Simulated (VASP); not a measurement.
# Hf4C (F-43m) in VASP: single point with PBE

Aim: the single point of Hf4C with PBE.

Everything below comes from runs of VASP 6.6.1. Logs are shortened: lines on timing, memory, paths and dates and some standing lists are left out, and cuts for length are marked.

## (1) The cell of the first run

Symmetry: F-43m, No. 216, cubic system. The conventional cell has a = 9.250 Å, b = 9.250 Å, c = 9.250 Å, α = 90.00°, β = 90.00°, γ = 90.00°. Within 2.8 Å of Hf (site symmetry 3m) lie 1 C at 2.12 Å. Within 2.8 Å of C (site symmetry -43m) lie 4 Hf at 2.12 Å.

## (2) Single point, PBE

INCAR

```
PREC = Accurate ; ENCUT = 600
EDIFF = 1E-6 ; ISMEAR = 0
SIGMA = 0.2 ; LREAL = F
LASPH = T ; NELM = 120
ALGO = Normal ; ISIF = 2
LWAVE = F ; LCHARG = F
GGA = PE ; NBANDS = 30
GGA_COMPAT = F
```

KPOINTS

```
Automatic mesh
0
Gamma
  4 4 4
```

POSCAR

```
Hf4C
1.0
    0.0000000000      4.6252445938      4.6252445938
    4.6252445938      0.0000000000      4.6252445938
    4.6252445938      4.6252445938      0.0000000000
Hf C
4 1
Direct
    0.1178775178      0.1178775178      0.1178775178
    0.1178775178      0.1178775178      0.6463674466
    0.1178775178      0.6463674466      0.1178775178
    0.6463674466      0.1178775178      0.1178775178
    0.2500000000      0.2500000000      0.2500000000
```

Potentials or basis: VASP PAW PBE potentials, release 64 (Hf_pv, C).

The run is started by

```console
$ cat potpaw_PBE.64/Hf_pv/POTCAR potpaw_PBE.64/C/POTCAR > POTCAR
$ mpirun -np 1 vasp_std > vasp.out
```

OUTCAR:

```text
PREC = Accurate
   ENCUT = 600
   EDIFF = 1E-6
   ISMEAR = 0
   LREAL = F
   LASPH = T
   NELM = 120
   ISIF = 2
   GGA = PE

 ion  position               nearest neighbor table
   1  0.118  0.118  0.118-   5 2.12   3 3.08   4 3.08   2 3.08   3 3.46   2 3.46   4 3.46
   2  0.118  0.118  0.646-   5 2.12   3 3.08   4 3.08   1 3.08   4 3.46   3 3.46   1 3.46
   3  0.118  0.646  0.118-   5 2.12   2 3.08   4 3.08   1 3.08   4 3.46   2 3.46   1 3.46
   4  0.646  0.118  0.118-   5 2.12   2 3.08   3 3.08   1 3.08   3 3.46   2 3.46   1 3.46
   5  0.250  0.250  0.250-   2 2.12   3 2.12   4 2.12   1 2.12

  LATTYP: Found a face centered cubic cell.
 ALAT       =     9.2504891876

  Lattice vectors:

 A1 = (   0.0000000000,   4.6252445938,   4.6252445938)
 A2 = (   4.6252445938,   0.0000000000,   4.6252445938)
 A3 = (   4.6252445938,   4.6252445938,   0.0000000000)

Analysis of symmetry for initial positions (statically):
=====================================================================
 Subroutine PRICEL returns:
 Original cell was already a primitive cell.

 Routine SETGRP: Setting up the symmetry group for a
 face centered cubic supercell.

 Subroutine GETGRP returns: Found 24 space group operations
 (whereof 24 operations were pure point group operations)
 out of a pool of 48 trial point group operations.

The static configuration has the point symmetry T_d .

Analysis of symmetry for dynamics (positions and initial velocities):
=====================================================================
 Subroutine PRICEL returns:
 Original cell was already a primitive cell.

 Routine SETGRP: Setting up the symmetry group for a
 face centered cubic supercell.

 Subroutine GETGRP returns: Found 24 space group operations
 (whereof 24 operations were pure point group operations)
 out of a pool of 48 trial point group operations.

The dynamic configuration has the point symmetry T_d .

 Subroutine INISYM returns: Found 24 space group operations
 (whereof 24 operations are pure point group operations),
 and found     1 'primitive' translations

----------------------------------------------------------------------------------------

[... 77 lines left out ...]
   LSORBIT =      F    spin-orbit coupling
   LASPH  =      T    aspherical Exc in radial PAW
   ENCUT  =  600.0 eV  44.10 Ry    6.64 a.u.  13.06 13.06 13.06*2*pi/ulx,y,z
   NELM   =    120;   NELMIN=  2; NELMDL= -5     # of ELM steps
   EDIFF  = 0.1E-05   stopping-criterion for ELM
   LREAL  =      F    real-space projection
   EDIFFG = 0.1E-04   stopping-criterion for IOM
   NSW    =      0    number of steps for IOM
   IBRION =     -1    ionic relax: 0-MD 1-quasi-New 2-CG
   NFREE  =      0    steps in history (QN), initial steepest desc. (CG)
   ISIF   =      2    stress and relaxation
   ISYM   =      2    0-nonsym 1-usesym 2-fastsym
   POTIM  = 0.5000    time-step for ionic-motion
   TEBEG  =    0.0;   TEEND  =   0.0 temperature during run
   PSTRESS=    0.0 pullay stress
   NELECT =      44.0000    total number of electrons
   NUPDOWN=      -1.0000    fix difference up-down
   EMIN   =  10.00;   EMAX   =-10.00  energy-range for DOS
   EFERMI =   0.00;   METHOD = LEGACY
   ISMEAR =     0;   SIGMA  =   0.20  broadening in eV -4-tet -1-fermi 0-gaus
   EFERMI_NEDOS =   21; number of points for ismear=-14 and -15
   IALGO  =     38    algorithm
   IMIX   =      4    mixing-type and parameters
     AMIX     =   0.40;   BMIX     =  1.00
     AMIX_MAG =   1.60;   BMIX_MAG =  1.00
  volume/ion in A,a.u.               =      39.58       267.09
  Fermi-wavevector in a.u.,A,eV,Ry     =   0.991778  1.874188 13.383004  0.983623
  Thomas-Fermi vector in A             =   2.123543
   LORBIT       =      0    0 simple, 1 ext, 2 COOP (PROOUT), +10 PAW based schemes
   GGA     = PE    functional components
   LHFCALC =     F    Hartree Fock is set to
   AEXX    =    0.0000 exact exchange contribution
   IVDW    =     0    specifies the selected vdW correction
   LEPSILON=     F    determine dielectric tensor
   LRPA    =     F    only Hartree local field effects (RPA)
 non-spin polarized calculation
 Gauss-broadening in eV      SIGMA  =   0.20
  energy-cutoff  :      600.00
  volume of cell :      197.89
 maximum number of plane-waves:      6652
 NGX is ok and might be reduce to    54
   NGX = 27   NGY = 27   NGZ = 27

 number of electron      43.9999999 magnetization

 Free energy of the ion-electron system (eV)
  ---------------------------------------------------
  ext. energy  EPLUGINS =         0.00000000
  ---------------------------------------------------
  free energy    TOTEN  =       -40.17971233 eV

  energy without entropy =      -39.97573532  energy(sigma->0) =      -40.07772382

 E-fermi :   0.5447     XC(G=0):  -7.7835

 val. band max:        0.5403514338   @ k =   0.2500   0.0000   0.0000
 cond. band min:       0.5577133607   @ k =  -0.2500   0.2500   0.0000
 fundamental gap:      0.0173619269
 Fermi energy:         0.5447419805

 k-point     1 :       0.0000    0.0000    0.0000
  band No.  band energies     occupation
      1     -30.8470      2.00000
      2     -30.8470      2.00000
      3     -30.8470      2.00000
      4     -30.8238      2.00000
      5     -30.8238      2.00000
      6     -30.7871      2.00000
[... 253 lines left out ...]
     29       2.0094      0.00000
     30       2.3748      0.00000

------------------------ aborting loop because EDIFF is reached ----------------------------------------

  FORCE on cell =-STRESS in cart. coord.  units (eV):
  Direction    XX          YY          ZZ          XY          YZ          ZX
  --------------------------------------------------------------------------------------
  -------------------------------------------------------------------------------------
  Total       -1.0942908     -1.0942908     -1.0942908      0.0000000     -0.0000000      0.0000000
  in kB       -8.8594999     -8.8594999     -8.8594999      0.0000000     -0.0000000      0.0000000
  external PRESSURE =      -8.8594999 kB  Pullay stress =       0.0000000 kB

 VOLUME and BASIS-vectors are now :
 -----------------------------------------------------------------------------
  energy-cutoff  :      600.00
  volume of cell :      197.89
      direct lattice vectors                 reciprocal lattice vectors
     0.000000000  4.625244594  4.625244594    -0.108102391  0.108102391  0.108102391
     4.625244594  0.000000000  4.625244594     0.108102391 -0.108102391  0.108102391
     4.625244594  4.625244594  0.000000000     0.108102391  0.108102391 -0.108102391

 POSITION                                       TOTAL-FORCE (eV/Angst)
 -----------------------------------------------------------------------------------
      1.09042      1.09042      1.09042        -0.059620     -0.059620     -0.059620
      3.53482      3.53482      1.09042         0.059620      0.059620     -0.059620
      3.53482      1.09042      3.53482         0.059620     -0.059620      0.059620
      1.09042      3.53482      3.53482        -0.059620      0.059620      0.059620
      2.31262      2.31262      2.31262         0.000000      0.000000      0.000000
 -----------------------------------------------------------------------------------
    total drift:                                0.000000      0.000000      0.000000

  FREE ENERGIE OF THE ION-ELECTRON SYSTEM (eV)
  ---------------------------------------------------
  free  energy   TOTEN  =       -40.1797123303 eV

  energy  without entropy=      -39.9757353191  energy(sigma->0) =      -40.07772382
```

Run time: 67 s. Hardware: 1 thread of Intel Xeon 6975P-C (Granite Rapids), shared host; peak memory 0.4 GiB.

Results:

- Free energy: -40.1797 eV
- Pressure: -0.9 GPa
- Largest force: 0.103 eV/Å
- Band gap on the k mesh: zero (band 22 reaches 0.62 eV, above the bottom of band 23 at 0.35 eV)

Forces in eV/Å, atoms in the order of the input:
```
Hf  -0.060 -0.060 -0.060
Hf   0.060  0.060 -0.060
Hf   0.060 -0.060  0.060
Hf  -0.060  0.060  0.060
C    0.000  0.000  0.000
```

Caveat: spin-orbit coupling is left out, which moves the levels of the heavy elements.
